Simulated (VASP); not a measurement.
Here is a VASP 6.6.1 calculation.

POSCAR

```
Pd
1.0
    0.0000000000      1.9515291851      1.9515291851
    1.9515291851      0.0000000000      1.9515291851
    1.9515291851      1.9515291851      0.0000000000
Pd
1
Direct
    0.0000000000      0.0000000000      0.0000000000
```

Contents of INCAR.step1:

```
  PREC = Accurate
  ENCUT = 550
  ISMEAR = 1
  SIGMA = 0.1
  LREAL = False
  LASPH = True
  NELM = 120
  NBANDS = 11
  GGA = PE
  ALGO = Normal
  EDIFF = 1E-5
  LWAVE = True
  LCHARG = False
  GGA_COMPAT = False
```

INCAR.step2

```
  PREC = Accurate
  ENCUT = 550
  EDIFF = 1E-6
  ISMEAR = 1
  SIGMA = 0.1
  LREAL = False
  LASPH = True
  NELM = 120
  ALGO = Normal
  ISIF = 2
  LWAVE = False
  LCHARG = False
  METAGGA = R2SCAN
  LMIXTAU = True
  NBANDS = 11
  ISTART = 1
  GGA_COMPAT = False
```

KPOINTS

```
regular mesh
0
Gamma
  9 9 9
```

Potentials or basis: VASP PAW PBE potentials, release 64 (Pd).

Command:

```sh
$ cat potpaw_PBE.64/Pd/POTCAR > POTCAR
$ cp INCAR.step1 INCAR
$ mpirun -np 1 vasp_std > vasp.out
$ cp INCAR.step2 INCAR
$ mpirun -np 1 vasp_std > vasp.out
```

Q: Predict the band gap on the k mesh.

A: Zero (band 5 reaches 9.65 eV, above the bottom of band 6 at 8.09 eV).

Q: Estimate the pressure.

A: 0.7 GPa.

Caveat: the PAW data sets were made with another functional, which shifts forces and pressure a little.
